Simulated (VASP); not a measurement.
A run of VASP 6.6.1 is set up as follows.

The input INCAR:

```
SYSTEM = Re
PREC     = Accurate       ! precision mode
ENCUT    = 520            ! plane-wave cutoff, eV
EDIFF    = 1E-6           ! SCF threshold, eV
ISMEAR   = 0              ! smearing method
SIGMA    = 0.016          ! smearing width, eV
LREAL    = .False.        ! projectors in reciprocal space
LASPH    = .True.         ! aspherical terms in the spheres
NELM     = 60             ! most SCF steps
ALGO     = Fast           ! electronic algorithm
ISIF     = 2              ! what is computed and relaxed
LWAVE    = .False.        ! write WAVECAR
LCHARG   = .False.        ! write CHGCAR
GGA      = PE             ! functional
NBANDS   = 22             ! bands
```

File KPOINTS:

```
Automatic mesh
0
Gamma
  11 11 3
  0 0 0
```

File POSCAR:

```
Re
1.0
    2.7663873939      0.0000000000      0.0000000000
   -1.3831936969      2.3957617598      0.0000000000
    0.0000000000      0.0000000000      8.9388451600
Re
4
Direct
    0.6666666667      0.3333333333      0.7500000000
    0.0000000000      0.0000000000      0.5000000000
    0.3333333333      0.6666666667      0.2500000000
    0.0000000000      0.0000000000      0.0000000000
```

Potentials or basis: VASP PAW PBE potentials, release 64 (Re).

Command:

```bash
$ cat potpaw_PBE.64/Re/POTCAR > POTCAR
$ mpirun -np 1 vasp_std > vasp.out
```

Question: Predict the pressure.

Answer: 2.9 GPa.

Question: Predict the band gap on the k mesh.

Answer: Zero (bands 14 and 15 overlap by 2.41 eV).

Stress tensor (GPa, compression positive):
```
2.70 0.00 0.00
0.00 2.70 0.00
0.00 0.00 3.42
```

Caveat: spin-orbit coupling is left out, which moves the levels of the heavy elements.
